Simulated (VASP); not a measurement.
The system is ZnS.

```
Zn S
1.0
     3.78642    0.00000    0.00000
    -1.89321    3.27913    0.00000
     0.00000    0.00000   18.56455
Zn S
6 6
Direct
  0.33333 0.66667 0.83333
  0.66667 0.33333 0.33333
  0.66667 0.33333 0.66667
  0.33333 0.66667 0.16667
  0.00000 0.00000 0.50000
  0.00000 0.00000 0.00000
  0.33333 0.66667 0.95833
  0.66667 0.33333 0.45833
  0.66667 0.33333 0.79167
  0.33333 0.66667 0.29167
  0.00000 0.00000 0.62500
  0.00000 0.00000 0.12500
```

Program: VASP 6.6.1. Alike in all runs: task single point; potentials or basis VASP PAW PBE potentials, release 64 (Zn, S); no spin polarisation; cell as given; k mesh 8 × 8 × 2; cutoff (eV) 520; smearing fermi-dirac 0.05 eV.

Question: Order these runs on this cell by their pressure, lowest first.
A. level PBE exchange alone
B. level RPBE+D3(BJ)
C. level BLYP+D3(BJ)

Answer: B (-4.2 GPa), C (1.5 GPa), A (14.7 GPa).

Caveats: the PAW data sets were made with another functional, which shifts forces and pressure a little (at least some runs); the cell stands under pressure (at least some runs); the cell stands under tension (at least some runs); the dispersion term is far too large for a dense solid, which distorts pressure and volume (at least some runs).
